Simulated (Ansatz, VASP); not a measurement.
**One calculation of TiO2, two programs**

The input INCAR:

```
SYSTEM = TiO2
PREC = Accurate ; ENCUT = 520
EDIFF = 1E-6 ; ISMEAR = -1
SIGMA = 0.05 ; LREAL = .False.
LASPH = .True. ; NELM = 60
ALGO = Normal ; ISIF = 2
LWAVE = .False. ; LCHARG = .False.
GGA = PE ; NBANDS = 33
```

KPOINTS

```
Automatic mesh
0
Gamma
  7 7 10
  0 0 0
```

Contents of POSCAR:

```
TiO2
1.0
    4.5940000000      0.0000000000      0.0000000000
    0.0000000000      4.5940000000      0.0000000000
    0.0000000000      0.0000000000      2.9885900000
Ti O
2 4
Direct
    0.0000000000      0.0000000000      0.0000000000
    0.5000000000      0.5000000000      0.5000000000
    0.3060000000      0.3060000000      0.0000000000
    0.1940000000      0.8060000000      0.5000000000
    0.6940000000      0.6940000000      0.0000000000
    0.8060000000      0.1940000000      0.5000000000
```

Input for Ansatz:

```yaml
crystal:
  lattice:
    - [4.594, 0.0, 0.0]
    - [0.0, 4.594, 0.0]
    - [0.0, 0.0, 2.98859]
  atoms:
    - { symbol: Ti, position: [0.0, 0.0, 0.0] }
    - { symbol: Ti, position: [0.5, 0.5, 0.5] }
    - { symbol: O, position: [0.306, 0.306, 0.0] }
    - { symbol: O, position: [0.194, 0.806, 0.5] }
    - { symbol: O, position: [0.694, 0.694, 0.0] }
    - { symbol: O, position: [0.806, 0.194, 0.5] }
kpoints:
  mp_grid: { grid: [7, 7, 10] }
  band_path:
    path:
      - [0.0, 0.0, 0.0]
      - [0.0, 0.5, 0.0]
      - [0.5, 0.5, 0.0]
      - [0.0, 0.0, 0.0]
      - [0.0, 0.0, 0.5]
      - [0.0, 0.5, 0.5]
      - [0.5, 0.5, 0.5]
      - [0.0, 0.0, 0.5]
      - [0.0, 0.5, 0.0]
    npoints: 5
scf:
  occupations: { method: fermi_dirac, width: 0.05 }
hamiltonian:
  xc: pbe
  pseudopotentials: { kind: all_electron, lapw: { basis_error: 0.0005 } }
output:
  forces: true
  stress: true
  eigenvalues: true
```

Change from the starting cell: zz strain of +1 %.

Alike in both runs: task single point; functional PBE; k mesh 7 × 7 × 10; occupations fermi-dirac, width 0.05 eV; no spin polarisation.

|  | VASP | Ansatz |
| --- | --- | --- |
| version | VASP 6.6.1 | Ansatz 0.2.0 |
| potentials or method | VASP PAW PBE potentials, release 64 (Ti_sv, O), cutoff 520 eV | all-electron LAPW, scalar-relativistic |

Ansatz gave:

| Quantity | Value |
| --- | --- |
| gap on the k mesh at the Fermi level (eV) | 1.88 |
| pressure (GPa) | 2.5 |
| traceless stress, the component that is largest in VASP (GPa) | -2.72 |
| rms of the force components (eV/Å) | 0.083 |

Task: Which values does VASP return?

Result: gap on the k mesh at the Fermi level (eV): 1.86; pressure (GPa): 3.2; traceless stress, the component that is largest in VASP (GPa): -2.49; rms of the force components (eV/Å): 0.095.

Atom by atom the forces differ by 0.012 eV/Å (rms over components). Ansatz ran all-electron here, and VASP with PAW potentials.
